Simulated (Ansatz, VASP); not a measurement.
Two plane-wave programs on PbSe

File INCAR:

```
SYSTEM = PbSe
PREC     = Accurate       ! precision mode
ENCUT    = 520            ! plane-wave cutoff, eV
EDIFF    = 1E-6           ! SCF threshold, eV
ISMEAR   = -1             ! smearing method
SIGMA    = 0.05           ! smearing width, eV
LREAL    = .FALSE.        ! projectors in reciprocal space
LASPH    = .TRUE.         ! aspherical terms in the spheres
NELM     = 80             ! most SCF steps
ALGO     = Normal         ! electronic algorithm
ISIF     = 2              ! what is computed and relaxed
LWAVE    = .FALSE.        ! write WAVECAR
LCHARG   = .FALSE.        ! write CHGCAR
NBANDS   = 17             ! bands
```

KPOINTS

```
Automatic mesh
0
G
  8 8 8
  0 0 0
```

Contents of POSCAR:

```
PbSe
1.0
    0.0000000000      3.0401081059      3.0401081059
    3.0401081059      0.0000000000      3.0401081059
    3.0401081059      3.0401081059      0.0000000000
Pb Se
1 1
Direct
    0.0000000000      0.0000000000      0.0000000000
    0.5000000000      0.5000000000      0.5000000000
```

The input input.yaml:

```yaml
crystal:
  lattice:
    - [0.0, 3.0401081059, 3.0401081059]
    - [3.0401081059, 0.0, 3.0401081059]
    - [3.0401081059, 3.0401081059, 0.0]
  atoms:
    - { symbol: Pb, position: [0.0, 0.0, 0.0] }
    - { symbol: Se, position: [0.5, 0.5, 0.5] }
hamiltonian:
  xc: lda
  pseudopotentials: { kind: paw, xc_functional: lda, accuracy: standard }
kpoints:
  mp_grid: { grid: [8, 8, 8] }
scf:
  occupations: { method: fermi_dirac, width: 0.05 }
output:
  forces: true
  stress: true
  eigenvalues: true
```

Alike in both runs: task single point; functional LDA; k mesh 8 × 8 × 8; occupations fermi-dirac, width 0.05 eV; no spin polarisation.

|  | VASP | Ansatz |
| --- | --- | --- |
| version | VASP 6.6.1 | Ansatz 0.2.0 |
| potentials or method | VASP PAW LDA potentials, release 64 (Pb_d, Se) | JTH PAW LDA |
| plane-wave cutoff (eV) | 520 | 1800 |
| valence electrons in the cell | 20 | 20 |

|  | VASP | Ansatz | Ansatz less VASP |
| --- | --- | --- | --- |
| gap on the k mesh at the Fermi level (eV) | 0.09 | 0.11 | +0.018 |
| least direct gap on the mesh (eV) | 0.09 | 0.11 | +0.018 |
| pressure (GPa) | -1.0 | -1.1 | -0.08 |

LDA's correlation is that of Perdew and Zunger in VASP and of Perdew and Wang (1992) in Ansatz.

Spin-orbit coupling is off throughout.
